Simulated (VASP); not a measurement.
A run of VASP 6.6.1 is set up as follows.

INCAR

```
  ALGO = Normal
  EDIFF = 1E-6
  ENCUT = 520
  GGA = RE
  ISIF = 2
  ISMEAR = -1
  LASPH = T
  LCHARG = F
  LREAL = F
  LWAVE = F
  NBANDS = 13
  NELM = 100
  PREC = Accurate
  SIGMA = 0.1
```

The input KPOINTS:

```
k-points
0
Gamma
  16 16 16
```

File POSCAR:

```
Ru
1.0
    0.0000000000      1.9379137711      1.9379137711
    1.9379137711      0.0000000000      1.9379137711
    1.9379137711      1.9379137711      0.0000000000
Ru
1
Direct
    0.0000000000      0.0000000000      0.0000000000
```

Potentials or basis: VASP PAW PBE potentials, release 64 (Ru_pv).

Run with:

```bash
$ cat potpaw_PBE.64/Ru_pv/POTCAR > POTCAR
$ mpirun -np 1 vasp_std > vasp.out
```

Q: Predict the band gap on the k mesh.

A: Zero (band 7 reaches 13.59 eV, above the bottom of band 8 at 10.39 eV).

Q: Estimate the pressure.

A: -10.6 GPa.

Caveat: the PAW data sets were made with another functional, which shifts forces and pressure a little.
